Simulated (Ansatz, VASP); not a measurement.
# MnO in VASP and in Ansatz

```
Mn O
1.0
     0.00000    2.22300    2.22300
     2.22300    0.00000    2.22300
     2.22300    2.22300    0.00000
Mn O
1 1
Direct
  0.00000 0.00000 0.00000
  0.50000 0.50000 0.50000
```

Alike in both runs: task single point; functional r2SCAN; k mesh 5 × 5 × 5; occupations methfessel-paxton of order 1, width 0.5 eV; collinear spin; Hubbard terms Mn d U = 3.0 eV.

```csv
,VASP,Ansatz
version,VASP 6.6.1,Ansatz 0.2.0
potentials or method,"VASP PAW PBE potentials, release 64 (Mn_pv, O), cutoff 660 eV","plane waves, PAW"
valence electrons in the cell,19,21
```

Ansatz gave:

| Property | Result |
| --- | --- |
| net moment per atom (μB) | 2.50 |
| size of the moment on the site where the two differ most (μB) | 4.32 |

**Question.** Which values does VASP return?

**Answer.** net moment per atom (μB): 2.50; size of the moment on the site where the two differ most (μB): 4.64.

VASP's potentials were made for PBE, not for r2SCAN. Site moments also hang on the region over which each program counts them. The programs project onto different local orbitals, so the same U acts differently, and such runs can settle in different states. VASP's potentials hold 19 valence electrons a cell and Ansatz's 21, so a difference there can come from the potentials and not from the codes. Ansatz's warnings: stability check not made.

The k mesh is coarse, so the values compare programs but aren't converged.
